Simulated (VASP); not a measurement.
Set up this calculation in VASP 6.6.1, as the native input.

* Task: single point
* Functional: LDA
* Potentials or basis: VASP PAW LDA potentials, release 64 (Be)
* Cutoff: 600 eV
* k mesh: 28 × 28 × 28
* Occupations: fermi-dirac, width 0.1 eV
* Spin: no spin polarisation
* Dipole correction: no
* Further INCAR settings: ALGO = Normal; EDIFF = 1e-06; NBANDS = 7

The structure of Be lies in POSCAR:

```
Be
1.0
    0.0000000000      1.5537504652      1.5537504652
    1.5537504652      0.0000000000      1.5537504652
    1.5537504652      1.5537504652      0.0000000000
Be
1
Direct
    0.0000000000      0.0000000000      0.0000000000
```

This isn't the form of Be at room conditions, which is hcp.

One way to write it, as run:

INCAR

```
PREC = Accurate
ENCUT = 600
EDIFF = 1E-6
ISMEAR = -1
SIGMA = 0.1
LREAL = False
LASPH = True
NELM = 120
ALGO = Normal
ISIF = 2
LWAVE = False
LCHARG = False
NBANDS = 7
GGA_COMPAT = False
```

KPOINTS

```
regular mesh
0
Gamma
  28 28 28
```

Potentials or basis: VASP PAW LDA potentials, release 64 (Be).

Command:

```bash
$ cat potpaw_LDA.64/Be/POTCAR > POTCAR
$ mpirun -np 1 vasp_std > vasp.out
```

Results of the run:

```json
{
 "Pressure": "0.5 GPa",
 "Band gap on the k mesh": "zero (bands 1 and 2 overlap by 1.29 eV)"
}
```

Wall time 49 s on 1 thread of Intel Xeon 8259CL, with other jobs on the host, peak memory 0.14 GiB.
